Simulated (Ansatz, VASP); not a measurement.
Two plane-wave programs on GaAs

```xyz
2
Lattice="0.0000 2.8332 2.8828 2.8332 0.0000 2.8828 2.8332 2.8332 0.0000" Properties=species:S:1:pos:R:3 pbc="T T T"
Ga    0.0000    0.0000    0.0000
As    4.2498    4.2498    4.3242
```

Change from the starting cell: strain +0.0175 x Voigt [0, 0, 1, 0, 0, 0], atoms carried along.

Alike in both runs: task single point; functional r2SCAN; k mesh 8 × 8 × 8; occupations gaussian, width 0.05 eV; no spin polarisation.

```csv
,VASP,Ansatz
version,VASP 6.6.1,Ansatz 0.2.0
potentials or method,"VASP PAW PBE potentials, release 64 (Ga_d, As), cutoff 520 eV","scalar-relativistic, plane waves, PAW"
valence electrons in the cell,18,28
```

Ansatz gave:

```
gap on the k mesh at the Fermi level (eV)                     : 0.79
least direct gap on the mesh (eV)                             : 0.79
pressure (GPa)                                                : -1.2
traceless stress, the component that is largest in VASP (GPa) : -0.80
```

Task: What did VASP give for the same quantities?

Result: gap on the k mesh at the Fermi level (eV): 0.77; least direct gap on the mesh (eV): 0.77; pressure (GPa): -1.1; traceless stress, the component that is largest in VASP (GPa): -0.78.

VASP's potentials were made for PBE, not for r2SCAN. With one functional, cell and mesh, what is left measures potentials, basis and numerics. VASP's potentials hold 18 valence electrons a cell and Ansatz's 28, so a difference there can come from the potentials and not from the codes.
